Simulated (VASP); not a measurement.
A run of VASP 6.6.1 is set up as follows.

Contents of INCAR:

```
PREC     = Accurate       # precision mode
ENCUT    = 520            # plane-wave cutoff, eV
EDIFF    = 1E-7           # SCF threshold, eV
ISMEAR   = 0              # smearing method
SIGMA    = 0.05           # smearing width, eV
LREAL    = F              # projectors in reciprocal space
LASPH    = T              # aspherical terms in the spheres
NELM     = 80             # most SCF steps
ALGO     = Normal         # electronic algorithm
ISIF     = 2              # what is computed and relaxed
LWAVE    = F              # write WAVECAR
LCHARG   = F              # write CHGCAR
GGA      = PE             # functional
NBANDS   = 11             # bands
```

KPOINTS

```
Automatic mesh
0
Gamma
  12 12 12
```

POSCAR

```
SiC
1.0
    0.0000000000      2.2070559999      2.2070559999
    2.2070559999      0.0000000000      2.2070559999
    2.2878342495      2.2878342495     -0.0807782496
Si C
1 1
Direct
    0.0000000000      0.0000000000      0.0000000000
    0.7500000000      0.7500000000      0.7500000000
```

Potentials or basis: VASP PAW PBE potentials, release 64 (Si, C).

Run with:

```bash
$ cat potpaw_PBE.64/Si/POTCAR potpaw_PBE.64/C/POTCAR > POTCAR
$ mpirun -np 1 vasp_std > vasp.out
```

(1) Estimate the largest force.

(2) Estimate the pressure.

(3) What does it give for the band gap on the k mesh?

Answers

(1) 0.125 eV/Å.

(2) -13.3 GPa.

(3) 1.30 eV, indirect (least direct gap 4.15 eV).
